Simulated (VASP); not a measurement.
Set up this calculation in VASP 6.6.1, as the native input.

```yaml
Task: single point
Functional: PBE
Dispersion: D3(BJ)
Potentials_or_basis: VASP PAW PBE potentials, release 64 (Te, Mo_sv)
Cutoff: 520 eV
k_mesh: 9 × 9 × 4
Occupations: gaussian, width 0.05 eV
Spin: no spin polarisation
Dipole_correction: no
Further_INCAR_settings: ALGO = Normal; EDIFF = 1e-06; NBANDS = 20
```

The structure of Te2Mo lies in POSCAR:

```
Te2Mo
1.0
    3.6174889149      0.0000000000      0.0000000000
   -1.8087444575      3.1328372982      0.0000000000
    0.0000000000      0.0000000000      7.0908358394
Te Mo
2 1
Direct
    0.3247932314      0.6495864627      0.7614144829
    0.3418734353      0.6837468706      0.2385855171
    0.0000000000      0.0000000000      0.0000000000
```

This cell differs from its parent crystal: mode 5 frozen in at -0.052 Å, strain +e along z and -e/2 along x and y -0.0700.

These files were run (other wordings do the same):

INCAR

```
PREC     = Accurate       # precision mode
ENCUT    = 520            # plane-wave cutoff, eV
EDIFF    = 1E-6           # SCF threshold, eV
ISMEAR   = 0              # smearing method
SIGMA    = 0.05           # smearing width, eV
LREAL    = F              # projectors in reciprocal space
LASPH    = T              # aspherical terms in the spheres
NELM     = 60             # most SCF steps
ALGO     = Normal         # electronic algorithm
ISIF     = 2              # what is computed and relaxed
LWAVE    = F              # write WAVECAR
LCHARG   = F              # write CHGCAR
GGA      = PE             # functional
IVDW     = 12             # dispersion correction
NBANDS   = 20             # bands
```

KPOINTS

```
Automatic mesh
0
Gamma
  9 9 4
```

Potentials or basis: VASP PAW PBE potentials, release 64 (Te, Mo_sv).

Command:

```sh
$ cat potpaw_PBE.64/Te/POTCAR potpaw_PBE.64/Mo_sv/POTCAR > POTCAR
$ mpirun -np 1 vasp_std > vasp.out
```

Results of the run:

```json
{
  "Pressure": "2.6 GPa",
  "Largest force": "1.177 eV/Å",
  "Band gap on the k mesh": "0.19 eV, indirect (least direct gap 0.78 eV)",
  "Dispersion energy per atom": "-0.500 eV"
}
```

Caveat: the cell differs from its parent crystal (mode 5 frozen in at -0.052 Å, strain +e along z and -e/2 along x and y -0.0700); spin-orbit coupling is left out, which moves the levels of the heavy elements; forces of over 1 eV/Å act on the atoms, so gaps and moduli don't describe the material at rest.

Wall time 120 s on 1 thread of Intel(R) Xeon(R) Platinum 8259CL CPU @ 2.50GHz (Skylake/Cascade Lake) (shared host), peak memory 0.3 GiB.
